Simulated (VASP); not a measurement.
# W in VASP: notebook

Runs on W. Level: PBE. Tasks: single point.

Program: VASP 6.6.1. These are calculated values, not measurements. Logs are shortened: lines on timing, memory, paths and dates and some standing lists are left out, and cuts for length are marked.

## Step 1: The cell of the first run

The cell holds a slab with vacuum, 3 atoms: a = 2.741 Å, b = 2.741 Å, c = 16.476 Å, α = 90.00°, β = 90.00°, γ = 109.47°.

## Step 2: Single point, PBE

Contents of INCAR:

```
PREC = Accurate
ENCUT = 400
EDIFF = 1E-6
ISMEAR = -1
SIGMA = 0.15
LREAL = False
LASPH = True
NELM = 120
ALGO = Normal
ISIF = 2
LWAVE = False
LCHARG = False
LDIPOL = True
IDIPOL = 3
DIPOL = 0.5 0.5 0.500
GGA = PE
NBANDS = 28
GGA_COMPAT = False
NELMDL = -8
```

Contents of KPOINTS:

```
Automatic mesh
0
Gamma
  7 7 1
```

Contents of POSCAR:

```
W
1.0
    2.7406932748      0.0000000000      0.0000000000
   -0.9135644249      2.5839503997      0.0000000000
    0.0000000000      0.0000000000     16.4755333766
W
3
Direct
    0.0000000000      0.0000000000      0.3641763737
    0.5000000000      0.5000000000      0.5000000000
    0.0000000000      0.0000000000      0.6358236263
```

Potentials or basis: VASP PAW PBE potentials, release 64 (W_sv).

On the command line:

```console
cat potpaw_PBE.64/W_sv/POTCAR > POTCAR
mpirun -np 1 vasp_std > vasp.out
```

OUTCAR:

```text
PREC = Accurate
   ENCUT = 400
   EDIFF = 1E-6
   ISMEAR = -1
   LREAL = False
   LASPH = True
   NELM = 120
   ISIF = 2
   GGA = PE
   NELMDL = -8

 ion  position               nearest neighbor table
   1  0.000  0.000  0.364-   2 2.74   2 2.74   2 3.16   2 3.16
   2  0.500  0.500  0.500-   1 2.74   3 2.74   1 2.74   3 2.74   1 3.16   3 3.16   1 3.16   3 3.16

   3  0.000  0.000  0.636-   2 2.74   2 2.74   2 3.16   2 3.16

  LATTYP: Found a base centered orthorhombic cell.
 ALAT       =     3.1646800000
 B/A-ratio  =     1.4142135624
 C/A-ratio  =     5.2060661352

  Lattice vectors:

 A1 = (   2.7406932748,   0.0000000000,   0.0000000000)
 A2 = (  -0.9135644249,   2.5839503997,   0.0000000000)
 A3 = (   0.0000000000,   0.0000000000,  16.4755333766)

Analysis of symmetry for initial positions (statically):
=====================================================================
 Subroutine PRICEL returns:
 Original cell was already a primitive cell.

 Routine SETGRP: Setting up the symmetry group for a
 base centered orthorhombic supercell.

 Subroutine GETGRP returns: Found  8 space group operations
 (whereof  8 operations were pure point group operations)
 out of a pool of  8 trial point group operations.

The static configuration has the point symmetry D_2h.

Analysis of symmetry for dynamics (positions and initial velocities):
=====================================================================
 Subroutine PRICEL returns:
 Original cell was already a primitive cell.

 Routine SETGRP: Setting up the symmetry group for a
 base centered orthorhombic supercell.

 Subroutine GETGRP returns: Found  8 space group operations
 (whereof  8 operations were pure point group operations)
 out of a pool of  8 trial point group operations.

The dynamic configuration has the point symmetry D_2h.

 Subroutine INISYM returns: Found  8 space group operations
 (whereof  8 operations are pure point group operations),
 and found     1 'primitive' translations

----------------------------------------------------------------------------------------

                                     Primitive cell

  volume of cell :     116.6767

  direct lattice vectors                    reciprocal lattice vectors
     2.740693275  0.000000000  0.000000000     0.364871184  0.129001444  0.000000000
    -0.913564425  2.583950400  0.000000000     0.000000000  0.387004333  0.000000000
     0.000000000  0.000000000 16.475533377     0.000000000  0.000000000  0.060696062

  length of vectors
     2.740693275  2.740693275 16.475533377     0.387004333  0.387004333  0.060696062

  position of ions in fractional coordinates (direct lattice)
     0.000000000  0.000000000  0.364176374
     0.500000000  0.500000000  0.500000000
     0.000000000  0.000000000  0.635823626

  ion indices of the primitive-cell ions
   primitive index   ion index
                 1           1
                 2           2
                 3           3

----------------------------------------------------------------------------------------

 KPOINTS: Automatic mesh

Automatic generation of k-mesh.
 Grid dimensions read from file:
 generate k-points for:    7    7    1

 Generating k-lattice:

  Cartesian coordinates                     Fractional coordinates (reciprocal lattice)
     0.052124455  0.018428778  0.000000000     0.142857143  0.000000000  0.000000000
     0.000000000  0.055286333  0.000000000     0.000000000  0.142857143  0.000000000
     0.000000000  0.000000000  0.060696062     0.000000000  0.000000000  1.000000000

  Length of vectors
     0.055286333  0.055286333  0.060696062

  Shift w.r.t. Gamma in fractional coordinates (k-lattice)
     0.000000000  0.000000000  0.000000000

 Subroutine IBZKPT returns following result:
 ===========================================

 Found     16 irreducible k-points:

 Following reciprocal coordinates:
            Coordinates               Weight
  0.000000  0.000000  0.000000      1.000000
  0.142857  0.000000  0.000000      4.000000
  0.285714  0.000000  0.000000      4.000000
  0.428571  0.000000  0.000000      4.000000
  0.142857  0.142857  0.000000      2.000000
  0.285714  0.142857  0.000000      4.000000
[... 8 lines left out ...]
  0.428571  0.428571  0.000000      2.000000
 -0.428571  0.428571  0.000000      2.000000
   k-points           NKPTS =     16   k-points in BZ     NKDIM =     16   number of bands    NBANDS=     28
   number of dos      NEDOS =    301   number of ions     NIONS =      3
   total plane-waves  NPLWV =  34992
   dimension x,y,z NGX =    18 NGY =   18 NGZ =  108
   dimension x,y,z NGXF=    36 NGYF=   36 NGZF=  216
   ions per type =               3
   NGX,Y,Z   is equivalent  to a cutoff of  10.92, 10.92, 10.90 a.u.
   NGXF,Y,Z  is equivalent  to a cutoff of  21.84, 21.84, 21.80 a.u.
 SYSTEM =  unknown system
   PREC   = accura    normal or accurate (medium, high low for compatibility)
   ISTART =      0    job   : 0-new  1-cont  2-samecut
   ICHARG =      2    charge: 1-file 2-atom 10-const
   ISPIN  =      1    spin polarized calculation?
   LNONCOLLINEAR =      F non collinear calculations
   LSORBIT =      F    spin-orbit coupling
   LASPH  =      T    aspherical Exc in radial PAW
   ENCUT  =  400.0 eV  29.40 Ry    5.42 a.u.   4.47  4.47 26.87*2*pi/ulx,y,z
   NELM   =    120;   NELMIN=  2; NELMDL= -8     # of ELM steps
   EDIFF  = 0.1E-05   stopping-criterion for ELM
   LREAL  =      F    real-space projection
   EDIFFG = 0.1E-04   stopping-criterion for IOM
   NSW    =      0    number of steps for IOM
   IBRION =     -1    ionic relax: 0-MD 1-quasi-New 2-CG
   NFREE  =      0    steps in history (QN), initial steepest desc. (CG)
   ISIF   =      2    stress and relaxation
   ISYM   =      2    0-nonsym 1-usesym 2-fastsym
   POTIM  = 0.5000    time-step for ionic-motion
   TEBEG  =    0.0;   TEEND  =   0.0 temperature during run
   PSTRESS=    0.0 pullay stress
   NELECT =      42.0000    total number of electrons
   NUPDOWN=      -1.0000    fix difference up-down
   EMIN   =  10.00;   EMAX   =-10.00  energy-range for DOS
   EFERMI =   0.00;   METHOD = LEGACY
   ISMEAR =    -1;   SIGMA  =   0.15  broadening in eV -4-tet -1-fermi 0-gaus
   EFERMI_NEDOS =   21; number of points for ismear=-14 and -15
   IALGO  =     38    algorithm
   IMIX   =      4    mixing-type and parameters
     AMIX     =   0.40;   BMIX     =  1.00
     AMIX_MAG =   1.60;   BMIX_MAG =  1.00
  volume/ion in A,a.u.               =      38.89       262.46
  Fermi-wavevector in a.u.,A,eV,Ry     =   1.164564  2.200706 18.452337  1.356208
  Thomas-Fermi vector in A             =   2.301100
   LORBIT       =      0    0 simple, 1 ext, 2 COOP (PROOUT), +10 PAW based schemes
   GGA     = PE    functional components
   LHFCALC =     F    Hartree Fock is set to
   AEXX    =    0.0000 exact exchange contribution
   IVDW    =     0    specifies the selected vdW correction
   LEPSILON=     F    determine dielectric tensor
   LRPA    =     F    only Hartree local field effects (RPA)
 non-spin polarized calculation
  energy-cutoff  :      400.00
  volume of cell :      116.68
 maximum number of plane-waves:      2147
 NGX is ok and might be reduce to    18

 number of electron      42.0000003 magnetization

 dipolmoment           0.000000      0.000000     -0.000000 electrons x Angstroem

 Free energy of the ion-electron system (eV)
  ---------------------------------------------------
  ext. energy  EPLUGINS =         0.00000000
  ---------------------------------------------------
  free energy    TOTEN  =       -35.97979954 eV

  energy without entropy =      -35.77322940  energy(sigma->0) =      -35.87651447

 E-fermi :   1.8275     XC(G=0):  -6.8509

 val. band max:        1.7726730033   @ k =  -0.4286   0.2857   0.0000
 cond. band min:       1.8295728126   @ k =  -0.2857   0.2857   0.0000
 fundamental gap:      0.0568998094
 Fermi energy:         1.8275200476

 k-point     1 :       0.0000    0.0000    0.0000
  band No.  band energies     occupation
      1     -72.3698      2.00000
      2     -72.1438      2.00000
      3     -72.1337      2.00000
      4     -36.9955      2.00000
      5     -36.5182      2.00000
      6     -36.2718      2.00000
[... 20 lines left out ...]
     27       4.2300      0.00000
     28       4.2871      0.00000

 k-point     2 :       0.1429    0.0000    0.0000
  band No.  band energies     occupation
      1     -72.3553      2.00000
      2     -72.1314      2.00000
      3     -72.1231      2.00000
      4     -36.9436      2.00000
      5     -36.5901      2.00000
      6     -36.2899      2.00000
[... 20 lines left out ...]
     27       4.2179      0.00000
     28       4.6727      0.00000

 k-point     3 :       0.2857    0.0000    0.0000
  band No.  band energies     occupation
      1     -72.3226      2.00000
      2     -72.1035      2.00000
      3     -72.0994      2.00000
      4     -36.8668      2.00000
      5     -36.8397      2.00000
      6     -36.3954      2.00000
[... 20 lines left out ...]
     27       4.5715      0.00000
     28       4.8049      0.00000

 k-point     4 :       0.4286    0.0000    0.0000
  band No.  band energies     occupation
      1     -72.2961      2.00000
      2     -72.0810      2.00000
      3     -72.0805      2.00000
      4     -37.1389      2.00000
      5     -36.8779      2.00000
      6     -36.6617      2.00000
[... 20 lines left out ...]
     27       5.2338      0.00000
     28       5.5437      0.00000

 k-point     5 :       0.1429    0.1429    0.0000
  band No.  band energies     occupation
      1     -72.3370      2.00000
      2     -72.1170      2.00000
      3     -72.1123      2.00000
      4     -36.8587      2.00000
      5     -36.7146      2.00000
      6     -36.2919      2.00000
[... 20 lines left out ...]
     27       4.8921      0.00000
     28       4.9021      0.00000

 k-point     6 :       0.2857    0.1429    0.0000
  band No.  band energies     occupation
      1     -72.3055      2.00000
      2     -72.0897      2.00000
      3     -72.0887      2.00000
      4     -36.9166      2.00000
      5     -36.7748      2.00000
      6     -36.4354      2.00000
[... 215 lines left out ...]
      5     -36.7564      2.00000
      6     -36.6912      2.00000
[... 20 lines left out ...]
     27       5.5917      0.00000
     28       6.8571      0.00000

 k-point    14 :      -0.2857    0.2857    0.0000
  band No.  band energies     occupation
      1     -72.2953      2.00000
      2     -72.0736      2.00000
      3     -72.0664      2.00000
      4     -36.8063      2.00000
      5     -36.7548      2.00000
      6     -36.5616      2.00000
[... 20 lines left out ...]
     27       4.0984      0.00000
     28       5.0674      0.00000

 k-point    15 :       0.4286    0.4286    0.0000
  band No.  band energies     occupation
      1     -72.2507      2.00000
      2     -72.0328      2.00000
      3     -72.0284      2.00000
      4     -37.1099      2.00000
      5     -36.7864      2.00000
      6     -36.6990      2.00000
[... 20 lines left out ...]
     27       5.9886      0.00000
     28       9.0664      0.00000

 k-point    16 :      -0.4286    0.4286    0.0000
  band No.  band energies     occupation
      1     -72.2538      2.00000
      2     -72.0345      2.00000
      3     -72.0286      2.00000
      4     -37.1151      2.00000
      5     -36.7241      2.00000
      6     -36.7164      2.00000
[... 20 lines left out ...]
     27       7.0113      0.00000
     28       7.0770      0.00000

------------------------ aborting loop because EDIFF is reached ----------------------------------------

 vacuum level on the upper side and lower side of the slab       (xc-potential included)        -0.340        -0.340

  FORCE on cell =-STRESS in cart. coord.  units (eV):
  Direction    XX          YY          ZZ          XY          YZ          ZX
  --------------------------------------------------------------------------------------
  -------------------------------------------------------------------------------------
  Total       -2.9624057     -3.7408537     -1.4650771     -1.1008916      0.0000000      0.0000000
  in kB      -40.6790717    -51.3685387    -20.1181001    -15.1171893      0.0000000      0.0000000
  external PRESSURE =     -37.3885702 kB  Pullay stress =       0.0000000 kB

 VOLUME and BASIS-vectors are now :
 -----------------------------------------------------------------------------
  energy-cutoff  :      400.00
  volume of cell :      116.68
      direct lattice vectors                 reciprocal lattice vectors
     2.740693275  0.000000000  0.000000000     0.364871184  0.129001444  0.000000000
    -0.913564425  2.583950400  0.000000000     0.000000000  0.387004333  0.000000000
     0.000000000  0.000000000 16.475533377     0.000000000  0.000000000  0.060696062

 POSITION                                       TOTAL-FORCE (eV/Angst)
 -----------------------------------------------------------------------------------
      0.00000      0.00000      6.00000        -0.000000      0.000000      0.317996
      0.91356      1.29198      8.23777         0.000000      0.000000      0.000000
      0.00000      0.00000     10.47553        -0.000000     -0.000000     -0.317996
 -----------------------------------------------------------------------------------
    total drift:                                0.000000      0.000000     -0.000000

  FREE ENERGIE OF THE ION-ELECTRON SYSTEM (eV)
  ---------------------------------------------------
  free  energy   TOTEN  =       -35.9797995410 eV

  energy  without entropy=      -35.7732294001  energy(sigma->0) =      -35.87651447

 vacuum level on the upper side and lower side of the slab         6.431         6.431
```

Run time: 1.8 min. Hardware: 1 thread of AMD EPYC 7R13, shared host; peak memory 0.15 GiB.

What came out:

```yaml
Free_energy: -35.9798 eV
Largest_force: 0.318 eV/Å
Band_gap_on_the_k_mesh: zero (band 21 reaches 2.81 eV, above the bottom of band 22 at 1.25 eV)
```

Forces in eV/Å, atoms in the order of the input:
```
W    0.000  0.000  0.318
W    0.000  0.000  0.000
W    0.000  0.000 -0.318
```

Levels at points of the mesh, in eV from the Fermi level:
```
           k point  band 17  band 18  band 19  band 20  band 21  band 22  band 23  band 24  band 25  band 26
(0.00, 0.00, 0.00)    -2.07    -1.55    -1.40    -1.20    -0.65    -0.28     0.58     1.78     2.13     2.13
```

Caveat: spin-orbit coupling is left out, which moves the levels of the heavy elements.

## Step 3: Single point, PBE

This run uses another cell than the first one: it holds 5 atoms, not 3.

Contents of INCAR:

```
  PREC = Accurate
  ENCUT = 400
  EDIFF = 1E-6
  ISMEAR = -1
  SIGMA = 0.15
  LREAL = F
  LASPH = T
  NELM = 120
  ALGO = Normal
  ISIF = 2
  LWAVE = F
  LCHARG = F
  LDIPOL = T
  IDIPOL = 3
  DIPOL = 0.5 0.5 0.500
  GGA = PE
  NBANDS = 43
  GGA_COMPAT = F
  NELMDL = -8
```

Contents of KPOINTS:

```
regular mesh
0
Gamma
  7 7 1
```

Contents of POSCAR:

```
W
1.0
    2.7406932748      0.0000000000      0.0000000000
   -0.9135644249      2.5839503997      0.0000000000
    0.0000000000      0.0000000000     20.9510667531
W
5
Direct
    0.0000000000      0.0000000000      0.2863815991
    0.5000000000      0.5000000000      0.3931907996
    0.0000000000      0.0000000000      0.5000000000
    0.5000000000      0.5000000000      0.6068092004
    0.0000000000      0.0000000000      0.7136184009
```

Potentials or basis: VASP PAW PBE potentials, release 64 (W_sv).

On the command line:

```console
cat potpaw_PBE.64/W_sv/POTCAR > POTCAR
mpirun -np 1 vasp_std > vasp.out
```

Wall time 4.2 min (1 thread of AMD EPYC 7R13, shared host); peak memory 0.19 GiB.

Results (log left out):

```
Free energy            : -61.9119 eV
Largest force          : 0.670 eV/Å
Band gap on the k mesh : zero (band 35 reaches 5.05 eV, above the bottom of band 36 at 3.26 eV)
```

Forces in eV/Å, atoms in the order of the input:
```
W    0.000  0.000  0.369
W    0.000  0.000 -0.670
W    0.000  0.000  0.000
W    0.000  0.000  0.670
W    0.000  0.000 -0.369
```

Levels at points of the mesh, in eV from the Fermi level:
| k point | band 32 | band 33 | band 34 | band 35 | band 36 | band 37 | band 38 | band 39 |
| --- | --- | --- | --- | --- | --- | --- | --- | --- |
| (0.00, 0.00, 0.00) | -1.40 | -1.29 | -1.27 | -0.90 | -0.19 | 0.21 | 0.54 | 1.60 |

Caveat: spin-orbit coupling is left out, which moves the levels of the heavy elements.
